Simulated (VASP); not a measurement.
Runs of VASP 6.6.1 on Sb. The structure is that of space group Fm-3m (No. 225), or close to it. The cells are those of the table. This isn't the form of Sb at room conditions, which is rhombohedral.

```tsv
level	potentials or basis	cell	k mesh	smearing	grid for exact exchange (PRECFOCK)	share of exact exchange	gap on the mesh (eV)	pressure (GPa)
PBE	VASP PAW PBE potentials, release 64 (Sb)	a = 3.353 Å, angles 60.0°, 1 atom	10 × 10 × 10	gaussian 0.029 eV	-	-	none	1.8
r2SCAN	VASP PAW PBE potentials, release 64 (Sb)	a = 3.353 Å, angles 60.0°, 1 atom	6 × 6 × 6	fermi-dirac 0.05 eV	-	-	none	1.4
PBEsol	VASP PAW PBE potentials, release 64 (Sb)	a = 3.353 Å, angles 60.0°, 1 atom	8 × 8 × 8	fermi-dirac 0.05 eV	-	-	none	(a)
PBEsol	VASP PAW PBE potentials, release 64 (Sb)	a = 3.332 Å, angles 60.0°, 1 atom	10 × 10 × 10	fermi-dirac 0.05 eV	-	-	none	(c)
LDA	VASP PAW LDA potentials, release 64 (Sb)	a = 3.382, b = 3.331, c = 3.372 Å, angles 58.8, 60.7, 59.7°, 1 atom	7 × 7 × 7	gaussian 0.05 eV	-	-	none	-2.7
r2SCAN-based global hybrid with 35 % exact exchange	VASP PAW PBE potentials, release 64 (Sb)	a = 3.353 Å, angles 60.0°, 1 atom	6 × 6 × 6	fermi-dirac 0.05 eV	Normal	0.35	none	(b)
r2SCAN-based global hybrid with 50 % exact exchange	VASP PAW PBE potentials, release 64 (Sb)	a = 3.353 Å, angles 60.0°, 1 atom	6 × 6 × 6	fermi-dirac 0.05 eV	Normal	0.5	none	-6.2
PBE0	VASP PAW PBE potentials, release 64 (Sb)	a = 3.353 Å, angles 60.0°, 1 atom	5 × 5 × 5	methfessel-paxton 0.05 eV	Normal	0.25	none	-1.5
```

Alike in all rows: task single point; no spin polarisation; cutoff (eV) 520.

Fill in the values left out.

(a) -0.6; (b) -3.5; (c) 0.0.

Caveats: some runs use coarse meshes; spin-orbit coupling is left out, which moves the levels of the heavy elements; the PAW data sets were made with another functional, which shifts forces and pressure a little (at least some runs).

A k mesh can miss the band edges, and the runs leave out spin-orbit coupling on Sb.

A gap of «none» marks levels without a gap at the run's occupations.
